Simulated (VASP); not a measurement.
# Si2Cl (Fm-3m) in VASP: a series of runs, part 2 of 2

VASP 6.6.1. The steps go on from the part before.

### Step 3. Single point, PBE

This run uses another cell than the first one, of 21.03 Å³/atom, 1.015 times its volume.

Input file INCAR:

```
SYSTEM = Si2Cl
ALGO     = Normal         ! electronic algorithm
EDIFF    = 1E-6           ! SCF threshold, eV
ENCUT    = 520            ! plane-wave cutoff, eV
GGA      = PE             ! functional
ISIF     = 2              ! what is computed and relaxed
ISMEAR   = 0              ! smearing method
LASPH    = .True.         ! aspherical terms in the spheres
LCHARG   = .True.         ! write CHGCAR
LELF     = .True.         ! ELF
LREAL    = .False.        ! projectors in reciprocal space
LVHAR    = .True.       
LWAVE    = .False.        ! write WAVECAR
NBANDS   = 14             ! bands
NELM     = 80             ! most SCF steps
PREC     = Accurate       ! precision mode
SIGMA    = 0.1            ! smearing width, eV
```

Input file KPOINTS:

```
k-points
0
Gamma
  12 12 12
  0 0 0
```

Input file POSCAR:

```
Si2Cl
1.0
    0.0000000000      3.1595031872      3.1595031872
    3.1595031872      0.0000000000      3.1595031872
    3.1595031872      3.1595031872      0.0000000000
Si Cl
2 1
Direct
    0.2500000000      0.2500000000      0.2500000000
    0.7500000000      0.7500000000      0.7500000000
    0.0000000000      0.0000000000      0.0000000000
```

Potentials or basis: VASP PAW PBE potentials, release 64 (Si, Cl).

Launch:

```
cat potpaw_PBE.64/Si/POTCAR potpaw_PBE.64/Cl/POTCAR > POTCAR
mpirun -np 1 vasp_std > vasp.out
```

OUTCAR:

```text
SYSTEM = Si2Cl
   EDIFF = 1E-6
   ENCUT = 520
   GGA = PE
   ISIF = 2
   ISMEAR = 0
   LASPH = .True.
   LREAL = .False.
   NELM = 80
   PREC = Accurate

 ion  position               nearest neighbor table
   1  0.250  0.250  0.250-   3 2.74   3 2.74   3 2.74   3 2.74
   2  0.750  0.750  0.750-   3 2.74   3 2.74   3 2.74   3 2.74
   3  0.000  0.000  0.000-   2 2.74   2 2.74   2 2.74   1 2.74   1 2.74   1 2.74   2 2.74   1 2.74

  LATTYP: Found a face centered cubic cell.
 ALAT       =     6.3190063744

[... 593 lines left out ...]
     11       8.0750      0.00000
     12       9.5915      0.00000
     13      12.2475      0.00000
     14      13.2536      0.00000

 [... further k-points ...]
[... 5 lines left out ...]
  --------------------------------------------------------------------------------------
  -------------------------------------------------------------------------------------
  Total        0.0212094      0.0212094      0.0212094      0.0000000      0.0000000     -0.0000000
  in kB        0.5387080      0.5387080      0.5387080      0.0000000      0.0000000     -0.0000000
  external PRESSURE =       0.5387080 kB  Pullay stress =       0.0000000 kB

 VOLUME and BASIS-vectors are now :
 -----------------------------------------------------------------------------
  energy-cutoff  :      520.00
  volume of cell :       63.08
      direct lattice vectors                 reciprocal lattice vectors
     0.000000000  3.159503187  3.159503187    -0.158252728  0.158252728  0.158252728
     3.159503187  0.000000000  3.159503187     0.158252728 -0.158252728  0.158252728
     3.159503187  3.159503187  0.000000000     0.158252728  0.158252728 -0.158252728

 POSITION                                       TOTAL-FORCE (eV/Angst)
 -----------------------------------------------------------------------------------
      1.57975      1.57975      1.57975         0.000000      0.000000      0.000000
      4.73925      4.73925      4.73925        -0.000000     -0.000000     -0.000000
      0.00000      0.00000      0.00000         0.000000      0.000000     -0.000000
 -----------------------------------------------------------------------------------
    total drift:                               -0.000000      0.000000      0.000000

  FREE ENERGIE OF THE ION-ELECTRON SYSTEM (eV)
  ---------------------------------------------------
  free  energy   TOTEN  =        -9.0964638220 eV

  energy  without entropy=       -9.0886132957  energy(sigma->0) =       -9.09253856
```

OSZICAR:

```text
N       E                     dE             d eps       ncg     rms          rms(c)
DAV:   1     0.420524310346E+02    0.42052E+02   -0.56264E+03  2016   0.852E+02
DAV:   2    -0.582913668089E+01   -0.47882E+02   -0.42553E+02  2682   0.131E+02
DAV:   3    -0.908691804699E+01   -0.32578E+01   -0.31960E+01  2634   0.335E+01
DAV:   4    -0.912076690981E+01   -0.33849E-01   -0.33837E-01  2436   0.428E+00
DAV:   5    -0.912134139447E+01   -0.57448E-03   -0.57447E-03  2718   0.547E-01    0.123E+01
DAV:   6    -0.909790195305E+01    0.23439E-01   -0.47055E-02  2460   0.136E+00    0.741E+00
DAV:   7    -0.909645373292E+01    0.14482E-02   -0.19026E-02  2544   0.739E-01    0.285E-01
DAV:   8    -0.909641327070E+01    0.40462E-04   -0.77043E-04  2454   0.194E-01    0.132E-01
DAV:   9    -0.909646753695E+01   -0.54266E-04   -0.16933E-04  2460   0.826E-02    0.788E-02
DAV:  10    -0.909646389508E+01    0.36419E-05   -0.14100E-05  2616   0.250E-02    0.266E-02
DAV:  11    -0.909646382196E+01    0.73116E-07   -0.24372E-06  2160   0.100E-02
   1 F= -.90964638E+01 E0= -.90925386E+01  d E =-.785053E-02
```

Wall time 67 s (1 thread of Intel Xeon 6975P-C, shared host); peak memory 0.23 GiB.

Results:

| Quantity | Value |
| --- | --- |
| Free energy | -9.0965 eV |
| Pressure | 0.1 GPa |

Levels at points of the mesh, in eV from the Fermi level:
```tsv
k point	band 5	band 6	band 7	band 8	band 9	band 10	band 11	band 12
(0.00, 0.00, 0.00)	-5.47	-3.43	-1.27	-1.27	-1.27	3.61	3.61	3.61
(0.50, 0.00, 0.00)	-5.88	-1.73	-0.51	-0.51	1.37	2.43	2.61	2.61
(0.50, 0.50, 0.00)	-5.93	-2.74	-1.43	1.42	1.42	3.81	3.81	5.16
```

Caveat: an odd number of electrons without spin polarisation forces a metal; a magnetic or distorted state may lie lower.

### Step 4. Relaxation of cell and atoms, PBE

Input file INCAR:

```
PREC     = Accurate       # precision mode
ENCUT    = 600            # plane-wave cutoff, eV
EDIFF    = 1E-6           # SCF threshold, eV
ISMEAR   = 0              # smearing method
SIGMA    = 0.1            # smearing width, eV
LREAL    = F              # projectors in reciprocal space
LASPH    = T              # aspherical terms in the spheres
NELM     = 80             # most SCF steps
ALGO     = Normal         # electronic algorithm
ISIF     = 3              # what is computed and relaxed
LWAVE    = F              # write WAVECAR
LCHARG   = F              # write CHGCAR
GGA      = PE             # functional
IBRION   = 2              # ionic algorithm
NSW      = 100            # ionic steps
EDIFFG   = -0.01          # ionic threshold
```

Input file KPOINTS:

```
regular mesh
0
Gamma
  12 12 12
```

Input file POSCAR:

```
Si2Cl
1.0
    0.0000000000      3.1437037600      3.1437037600
    3.1437037600      0.0000000000      3.1437037600
    3.1437037600      3.1437037600      0.0000000000
Si Cl
2 1
Direct
    0.2500000000      0.2500000000      0.2500000000
    0.7500000000      0.7500000000      0.7500000000
    0.0000000000      0.0000000000      0.0000000000
```

Launch:

```
cat potpaw_PBE.64/Si/POTCAR potpaw_PBE.64/Cl/POTCAR > POTCAR
mpirun -np 1 vasp_std > vasp.out
```

Run time: 2.2 min. Hardware: 1 thread of Intel Xeon 6975P-C, shared host; peak memory 0.24 GiB.

The run converged. Its results:

```
Free energy                            : -9.0967 eV
Relaxed volume                         : 21.08 Å³/atom
Relaxed cell                           : a = 4.472 Å, b = 4.472 Å, c = 4.472 Å, α = 60.00°, β = 60.00°, γ = 60.00°
Space group after relaxing (to 0.05 Å) : Fm-3m (No. 225)
Energy gained by relaxing              : 0.7 meV/atom
Ionic steps                            : 3
Pressure after relaxing                : 0.0 GPa
```

Step by step:
| step | energy change (eV) | largest force (eV/Å) | pressure (GPa) | volume (Å³) |
| --- | --- | --- | --- | --- |
| 1 | 0.0000 | 0.0000 | 0.67 | 62.14 |
| 2 | -0.0020 | 0.0000 | 0.18 | 62.92 |
| 3 | -0.0022 | 0.0000 | -0.01 | 63.23 |

Final structure:
```xyz
3
Lattice="0.0000 3.1621 3.1621 3.1621 0.0000 3.1621 3.1621 3.1621 0.0000" Properties=species:S:1:pos:R:3 pbc="T T T"
Si    1.5810    1.5810    1.5810
Si    4.7431    4.7431    4.7431
Cl    0.0000    0.0000    0.0000
```

Levels at points of the mesh, in eV from the Fermi level:
```csv
k point,band 6,band 7,band 8,band 9,band 10,band 11
"(0.00, 0.00, 0.00)",-3.44,-1.27,-1.27,-1.27,3.60,3.60
"(0.50, 0.00, 0.00)",-1.74,-0.50,-0.50,1.37,2.42,2.60
"(0.50, 0.50, 0.00)",-2.74,-1.44,1.41,1.41,3.80,3.80
```

Caveat: an odd number of electrons without spin polarisation forces a metal; a magnetic or distorted state may lie lower.

### Step 5. The runs side by side

| task | cell | k mesh | cutoff (eV) | gap on the mesh (eV) | pressure (GPa) |
| --- | --- | --- | --- | --- | --- |
| single point | a = 4.446 Å, angles 60.0°, 3 atoms | 6 × 6 × 6 | 520 | none | 1.1 |
| single point | a = 4.468 Å, angles 60.0°, 3 atoms | 12 × 12 × 12 | 520 | none | 0.1 |
| relaxation of cell and atoms | relaxed from a = 4.446 Å, angles 60.0°, 3 atoms | 12 × 12 × 12 | 600 | none | 0.0 |

Alike in all rows: level PBE; potentials or basis VASP PAW PBE potentials, release 64 (Si, Cl); no spin polarisation; smearing gaussian 0.1 eV.

Caveats: an odd number of electrons without spin polarisation forces a metal; a magnetic or distorted state may lie lower.

Absolute energies hang on the potentials; compare differences alone.
